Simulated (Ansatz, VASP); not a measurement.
C: VASP beside Ansatz

```xyz
2
Lattice="0.0000 1.7834 1.7834 1.7834 0.0000 1.7834 1.7834 1.7834 0.0000" Properties=species:S:1:pos:R:3 pbc="T T T"
C     2.6751    2.6751    2.6751
C     1.7834    1.7834    1.7834
```

Alike in both runs: task single point; functional r2SCAN; dispersion D3(BJ); k mesh 13 × 13 × 13; occupations fermi-dirac, width 0.05 eV; no spin polarisation.

|  | VASP | Ansatz |
| --- | --- | --- |
| version | VASP 6.6.1 | Ansatz 0.2.0 |
| potentials or method | VASP PAW PBE potentials, release 64 (C) | Ansatz PAW |
| plane-wave cutoff (eV) | 520 | 500 |
| valence electrons in the cell | 8 | 8 |

VASP gave:

```
gap on the k mesh at the Fermi level (eV) : 4.34
least direct gap on the mesh (eV)         : 5.84
pressure (GPa)                            : -3.9
```

Q: Estimate Ansatz's values.

A: gap on the k mesh at the Fermi level (eV): 4.36; least direct gap on the mesh (eV): 5.88; pressure (GPa): -5.0.

VASP's potentials were made for PBE, not for r2SCAN.

Noted on Ansatz's run: odd divisions of the mesh miss points on the zone boundary, where band edges often lie, so the gap on the mesh can be too wide.
